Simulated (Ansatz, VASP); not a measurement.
**One calculation of Cu2Cl, two programs**

```xyz
6
Lattice="5.5930 0.0000 0.0000 0.0000 6.1032 0.0000 0.0000 0.0000 2.9643" Properties=species:S:1:pos:R:3 pbc="T T T"
Cu    2.2716    1.0724    0.0000
Cu    3.3214    5.0308    0.0000
Cu    0.5249    4.1240    1.4821
Cu    5.0682    1.9792    1.4821
Cl    0.0000    0.0000    0.0000
Cl    2.7965    3.0516    1.4821
```

Alike in both runs: functional PBE; k mesh 8 × 6 × 12; occupations gaussian, width 0.1 eV; no spin polarisation.

Ansatz relaxed the structure, and its values are those at the end. VASP's run is a single point on that final structure, the one shown.

|  | VASP | Ansatz |
| --- | --- | --- |
| version | VASP 6.6.1 | Ansatz 0.2.0 |
| potentials or method | VASP PAW PBE potentials, release 64 (Cu, Cl), cutoff 520 eV | scalar-relativistic, plane waves, PAW |
| valence electrons in the cell | 58 | 90 |

|  | VASP | Ansatz | Ansatz less VASP |
| --- | --- | --- | --- |
| gap on the k mesh at the Fermi level (eV) | none | none | - |
| pressure (GPa) | 0.0 | 0.0 | 0.00 |

A gap of «none» marks a metal or a gap that the smearing closes. VASP's potentials hold 58 valence electrons a cell and Ansatz's 90, so a difference there can come from the potentials and not from the codes.
